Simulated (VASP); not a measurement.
# Ni (Fm-3m) in VASP: further runs, part 2 of 2

VASP 6.6.1. Earlier steps stand in the parts before.

### 3 Single point, LDA, collinear spin, ferromagnetic start (8.23 Å³/atom)

The input, INCAR:

```
SYSTEM = Ni
PREC = Accurate
ENCUT = 520
EDIFF = 1E-6
ISMEAR = 0
SIGMA = 0.15
LREAL = .FALSE.
LASPH = .TRUE.
NELM = 150
ALGO = Fast
ISIF = 2
LWAVE = .FALSE.
LCHARG = .TRUE.
ISPIN = 2
MAGMOM = 0.25
LORBIT = 11
NUPDOWN = 0.25
LMAXMIX = 4
GGA = CA
LELF = .TRUE.
LVHAR = .TRUE.
NBANDS = 15
```

The input, KPOINTS:

```
Automatic mesh
0
G
  24 24 24
  0 0 0
```

The input, POSCAR:

```
Ni
1.0
    0.0000000000      1.6025350438      1.6025350438
    1.6025350438      0.0000000000      1.6025350438
    1.6025350438      1.6025350438      0.0000000000
Ni
1
Direct
    0.0000000000      0.0000000000      0.0000000000
```

Potentials or basis: VASP PAW LDA potentials, release 64 (Ni).

The run is started by

```
cat potpaw_LDA.64/Ni/POTCAR > POTCAR
mpirun -np 1 vasp_std > vasp.out
```

OUTCAR:

```text
SYSTEM = Ni
   PREC = Accurate
   ENCUT = 520
   EDIFF = 1E-6
   ISMEAR = 0
   LREAL = .FALSE.
   LASPH = .TRUE.
   NELM = 150
   ISIF = 2
   ISPIN = 2
   LORBIT = 11
   NUPDOWN = 0.25
   GGA = CA

 ion  position               nearest neighbor table
   1  0.000  0.000  0.000-

  LATTYP: Found a face centered cubic cell.
 ALAT       =     3.2050700876

  Lattice vectors:

 A1 = (   0.0000000000,   1.6025350438,   1.6025350438)
 A2 = (   1.6025350438,   0.0000000000,   1.6025350438)
 A3 = (   1.6025350438,   1.6025350438,   0.0000000000)

Analysis of symmetry for initial positions (statically):
=====================================================================
 Subroutine PRICEL returns:
 Original cell was already a primitive cell.

 Routine SETGRP: Setting up the symmetry group for a
 face centered cubic supercell.

 Subroutine GETGRP returns: Found 48 space group operations
 (whereof 48 operations were pure point group operations)
 out of a pool of 48 trial point group operations.

The static configuration has the point symmetry O_h .

Analysis of symmetry for dynamics (positions and initial velocities):
=====================================================================
 Subroutine PRICEL returns:
 Original cell was already a primitive cell.

 Routine SETGRP: Setting up the symmetry group for a
 face centered cubic supercell.

 Subroutine GETGRP returns: Found 48 space group operations
 (whereof 48 operations were pure point group operations)
 out of a pool of 48 trial point group operations.

The dynamic configuration has the point symmetry O_h .

Analysis of structural, dynamic, and magnetic symmetry:
=====================================================================
 Subroutine PRICEL returns:
 Original cell was already a primitive cell.

 Routine SETGRP: Setting up the symmetry group for a
 face centered cubic supercell.
[... 163 lines left out ...]
  band No.  band energies     occupation
      1       2.5968      1.00000
      2      10.6104      1.00000
      3      10.6104      1.00000
      4      10.6104      1.00000
      5      12.3315      1.00000
      6      12.3315      1.00000
      7      39.6828      0.00000
      8      45.7671      0.00000
      9      45.7671      0.00000
     10      45.7671      0.00000
     11      50.3116      0.00000
     12      50.3116      0.00000
     13      50.3116      0.00000
     14      52.2592      0.00000
[... 403 lines left out ...]
      4      12.0592      1.00000
      5      13.4065      0.90385
      6      13.7396      0.03309
      7      22.6213      0.00000
      8      38.0117      0.00000
      9      42.3775      0.00000
     10      43.2747      0.00000
     11      47.0648      0.00000
     12      47.7461      0.00000
     13      54.6156      0.00000
     14      59.7459      0.00000
     15      65.9663      0.00000

 [... further k-points ...]

 spin component 2

 k-point     1 :       0.0000    0.0000    0.0000
  band No.  band energies     occupation
      1       2.6226      1.00000
      2      10.8682      1.00000
      3      10.8682      1.00000
      4      10.8682      1.00000
      5      12.5697      1.00000
      6      12.5697      1.00000
      7      39.6878      0.00000
      8      45.7869      0.00000
      9      45.7869      0.00000
     10      45.7869      0.00000
     11      50.3948      0.00000
     12      50.3948      0.00000
     13      50.3948      0.00000
     14      52.2517      0.00000
[... 403 lines left out ...]
      4      12.1605      1.00000
      5      13.6837      0.29184
      6      13.9622      0.00075
      7      22.7798      0.00000
      8      38.0167      0.00000
      9      42.4386      0.00000
     10      43.3335      0.00000
     11      47.1264      0.00000
     12      47.8058      0.00000
     13      54.7863      0.00000
     14      60.2437      0.00000
     15      66.0419      0.00000

 [... further k-points ...]

------------------------ aborting loop because EDIFF is reached ----------------------------------------

  FORCE on cell =-STRESS in cart. coord.  units (eV):
  Direction    XX          YY          ZZ          XY          YZ          ZX
  --------------------------------------------------------------------------------------
  -------------------------------------------------------------------------------------
  Total        4.0906584      4.0906584      4.0906584      0.0000000      0.0000000     -0.0000000
  in kB      796.2532086    796.2532086    796.2532086      0.0000000      0.0000000     -0.0000000
  external PRESSURE =     796.2532086 kB  Pullay stress =       0.0000000 kB

 VOLUME and BASIS-vectors are now :
 -----------------------------------------------------------------------------
  energy-cutoff  :      520.00
  volume of cell :        8.23
      direct lattice vectors                 reciprocal lattice vectors
     0.000000000  1.602535044  1.602535044    -0.312005657  0.312005657  0.312005657
     1.602535044  0.000000000  1.602535044     0.312005657 -0.312005657  0.312005657
     1.602535044  1.602535044  0.000000000     0.312005657  0.312005657 -0.312005657

 POSITION                                       TOTAL-FORCE (eV/Angst)
 -----------------------------------------------------------------------------------
      0.00000      0.00000      0.00000         0.000000      0.000000     -0.000000
 -----------------------------------------------------------------------------------
    total drift:                                0.000000     -0.000000     -0.000000

  FREE ENERGIE OF THE ION-ELECTRON SYSTEM (eV)
  ---------------------------------------------------
  free  energy   TOTEN  =        -6.2055598910 eV

  energy  without entropy=       -6.1789216394  energy(sigma->0) =       -6.19224077

 total charge

# of ion       s       p       d       tot
------------------------------------------
    1        0.640   0.801   8.535   9.976

 magnetization (x)

# of ion       s       p       d       tot
------------------------------------------
    1       -0.003  -0.010   0.257   0.244
```

OSZICAR:

```text
N       E                     dE             d eps       ncg     rms          rms(c)
DAV:   1     0.315165111778E+02    0.31517E+02   -0.41204E+03 27133   0.922E+02
DAV:   2    -0.602747693962E+01   -0.37544E+02   -0.35013E+02 27839   0.170E+02
DAV:   3    -0.725277785804E+01   -0.12253E+01   -0.12134E+01 30702   0.299E+01
DAV:   4    -0.725715983003E+01   -0.43820E-02   -0.43815E-02 30555   0.174E+00
DAV:   5    -0.725717774238E+01   -0.17912E-04   -0.17913E-04 31357   0.106E-01    0.145E+01
RMM:   6    -0.637030415878E+01    0.88687E+00   -0.90556E-01 33587   0.102E+01    0.536E+00
RMM:   7    -0.624609993962E+01    0.12420E+00   -0.69689E-02 33760   0.267E+00    0.350E+00
RMM:   8    -0.620739116846E+01    0.38709E-01   -0.31495E-03 34732   0.413E-01    0.691E-01
RMM:   9    -0.620593078784E+01    0.14604E-02   -0.48378E-04 35238   0.229E-01    0.225E-01
RMM:  10    -0.620556770450E+01    0.36308E-03   -0.17740E-04 33911   0.145E-01    0.384E-02
RMM:  11    -0.620555763235E+01    0.10072E-04   -0.48704E-05 35330   0.759E-02    0.182E-02
RMM:  12    -0.620555980057E+01   -0.21682E-05   -0.68648E-06 33232   0.212E-02    0.278E-03
RMM:  13    -0.620555989097E+01   -0.90404E-07   -0.82249E-07 23874   0.726E-03
   1 F= -.62055599E+01 E0= -.61922408E+01  d E =-.266383E-01  mag=     0.2500
```

stdout:

```text
POSCAR found type information on POSCAR Ni
 POSCAR found :  1 types and       1 ions
 scaLAPACK will be used
 LDA part: xc-table for (Slater(with rela. corr.)+CA(PZ))
 , standard interpolation
 POSCAR, INCAR and KPOINTS ok, starting setup
 FFT: planning ... GRIDC
 FFT: planning ... GRID_SOFT
 FFT: planning ... GRID
 WAVECAR not read
 entering main loop
WARNING in EDDRMM: call to ZHEGV failed, returncode =   6  3     11
WARNING in EDDRMM: call to ZHEGV failed, returncode =   6  3     12
WARNING in EDDRMM: call to ZHEGV failed, returncode =   6  3     15
WARNING in EDDRMM: call to ZHEGV failed, returncode =   8  4     11
WARNING in EDDRMM: call to ZHEGV failed, returncode =   6  3     14
WARNING in EDDRMM: call to ZHEGV failed, returncode =   8  4     12
WARNING in EDDRMM: call to ZHEGV failed, returncode =   6  3     11
```

Wall time 3.5 min (1 thread of Intel Xeon Platinum 8259CL at 2.50GHz (Skylake/Cascade Lake), shared host); peak memory 0.18 GiB.

Results:

* Free energy: -6.2056 eV
* Pressure: 79.6 GPa
* Net moment: 0.25 μB per cell
* Site moments: Ni +0.24 μB
* Valence electrons inside the program's atomic spheres: Ni 9.98

Caveat: the cell stands under pressure; the total moment is fixed, so each spin has its own Fermi level.

### 4 Single point, LDA, collinear spin, ferromagnetic start (8.23 Å³/atom)

The input, INCAR:

```
  ALGO = Fast
  EDIFF = 1E-7
  ENCUT = 520
  GGA = CA
  ISIF = 2
  ISMEAR = 0
  ISPIN = 2
  LASPH = T
  LCHARG = F
  LMAXMIX = 4
  LORBIT = 11
  LREAL = F
  LWAVE = F
  MAGMOM = 0.75
  NBANDS = 15
  NELM = 150
  NUPDOWN = 0.75
  PREC = Accurate
  SIGMA = 0.15
```

The input, KPOINTS:

```
k-points
0
Gamma
  24 24 24
```

POSCAR is that of step 3.

The run is started by

```
cat potpaw_LDA.64/Ni/POTCAR > POTCAR
mpirun -np 1 vasp_std > vasp.out
```

Run time: 4 min. Hardware: 1 thread of Intel Xeon Platinum 8259CL at 2.50GHz (Skylake/Cascade Lake), shared host; peak memory 0.18 GiB.

It converged, with:

```
Free energy                                           : -6.1744 eV
Pressure                                              : 83.0 GPa
Net moment                                            : 0.75 μB per cell
Site moments                                          : Ni +0.73 μB
Valence electrons inside the program's atomic spheres : Ni 9.97
```

Caveat: the cell stands under pressure; the total moment is fixed, so each spin has its own Fermi level.

### 5 Overview

| fixed moment (μB) | pressure (GPa) | moment (μB) |
| --- | --- | --- |
| 0.5 | 80.3 | 0.50 |
| 0.25 | 79.6 | 0.25 |
| 0.75 | 83.0 | 0.75 |

Alike in all rows: task single point; level LDA; potentials or basis VASP PAW LDA potentials, release 64 (Ni); spin collinear, ferromagnetic start; cell as given; k mesh 24 × 24 × 24; cutoff (eV) 520; smearing gaussian 0.15 eV.

Caveats: the cell stands under pressure; the total moment is fixed, so each spin has its own Fermi level.

Absolute energies hang on the potentials; compare differences alone.
